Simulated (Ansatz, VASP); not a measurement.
## Na3Te3MoO3 in VASP and in Ansatz

The input INCAR:

```
SYSTEM = Na3Te3MoO3
PREC     = Accurate       ! precision mode
ENCUT    = 520            ! plane-wave cutoff, eV
EDIFF    = 1E-6           ! SCF threshold, eV
ISMEAR   = -1             ! smearing method
SIGMA    = 0.1            ! smearing width, eV
LREAL    = .FALSE.        ! projectors in reciprocal space
LASPH    = .TRUE.         ! aspherical terms in the spheres
NELM     = 150            ! most SCF steps
ALGO     = Normal         ! electronic algorithm
ISIF     = 2              ! what is computed and relaxed
LWAVE    = .FALSE.        ! write WAVECAR
LCHARG   = .FALSE.        ! write CHGCAR
LMAXMIX  = 4              ! l up to which the mixer works
LDAU     = .TRUE.         ! DFT+U
LDAUTYPE = 2            
LDAUL    = -1 -1 -1 2     ! shell
LDAUU    = 0 0 0 6        ! U, eV
LDAUJ    = 0 0 0 0      
LDAUPRINT= 1            
GGA      = PE             ! functional
IVDW     = 13             ! dispersion correction
NBANDS   = 46             ! bands
```

File KPOINTS:

```
regular mesh
0
G
  4 4 4
  0 0 0
```

File POSCAR:

```
Na3Te3MoO3
1.0
    0.0000000000     -3.6363440000      5.2313420000
    3.0725750000     -1.9448100000     -5.2313420000
    6.6051980000      0.0000000000      0.0000000000
Na Te O Mo
3 3 3 1
Direct
    0.2275000000      0.4550000000      0.3175000000
    0.7349000000      0.4698000000      0.7953000000
    0.5100000000      0.0200000000      0.4700000000
    0.8246000000      0.9566000000      0.6908000000
    0.3526000000      0.1772000000      0.6908000000
    0.1320000000      0.4846000000      0.6908000000
    0.2542000000      0.1548000000      0.1533000000
    0.6919000000      0.9461000000      0.1533000000
    0.9006000000      0.5925000000      0.1533000000
    0.0000000000      0.0000000000      0.0000000000
```

Input for Ansatz:

```yaml
crystal:
  lattice:
    - [0.0, -3.636344, 5.231342]
    - [3.072575, -1.94481, -5.231342]
    - [6.605198, 0.0, 0.0]
  atoms:
    - { symbol: Na, position: [0.2275, 0.455, 0.3175] }
    - { symbol: Te, position: [0.8246, 0.9566, 0.6908] }
    - { symbol: Te, position: [0.3526, 0.1772, 0.6908] }
    - { symbol: Te, position: [0.132, 0.4846, 0.6908] }
    - { symbol: O, position: [0.2542, 0.1548, 0.1533] }
    - { symbol: O, position: [0.6919, 0.9461, 0.1533] }
    - { symbol: O, position: [0.9006, 0.5925, 0.1533] }
    - { symbol: Mo, position: [0.0, 0.0, 0.0] }
    - { symbol: Na, position: [0.7349, 0.4698, 0.7953] }
    - { symbol: Na, position: [0.51, 0.02, 0.47] }
  symmetry: { tolerance: 0.0003 }
kpoints:
  mp_grid: { grid: [4, 4, 4], shift: [0, 0, 0] }
magnetization:
  spin_polarized: false
scf:
  occupations: { method: fermi_dirac }
  convergence: { dr2_threshold: 1.0e-06 }
hamiltonian:
  pseudopotentials: { kind: paw }
  xc: pbe
  hubbard: { sites: [{ species: Mo, l: d, u_eff: 6.0 }], double_counting: fll }
  dispersion: d4
basis:
  ecutwfc: 420
output:
  forces: true
  stress: true
  eigenvalues: true
```

Alike in both runs: task single point; functional PBE; dispersion D4; k mesh 4 × 4 × 4; no spin polarisation; Hubbard terms Mo d U = 6.0 eV.

|  | VASP | Ansatz |
| --- | --- | --- |
| version | VASP 6.6.1 | Ansatz 0.2.0 |
| potentials or method | VASP PAW PBE potentials, release 64 (Na_pv, Te, O, Mo_sv), cutoff 520 eV | PAW plane waves |
| occupations | fermi-dirac, width 0.1 eV | fermi-dirac |
| valence electrons in the cell | 71 | 107 |

```csv
,VASP,Ansatz,Ansatz less VASP
gap on the k mesh at the Fermi level (eV),none,none,-
pressure (GPa),18.4,17.4,-0.97
rms of the force components (eV/Å),4.089,4.132,+0.0428
```

The programs project onto different local orbitals, so the same U acts differently, and such runs can settle in different states. A gap of «none» marks a metal or a gap that the smearing closes. VASP's potentials hold 71 valence electrons a cell and Ansatz's 107, so a difference there can come from the potentials and not from the codes. Ansatz's warnings: filled band counts differ across k points, force scf threshold loose, stress scf threshold loose, structure snapped to symmetry.

Neither program's run includes spin-orbit coupling.
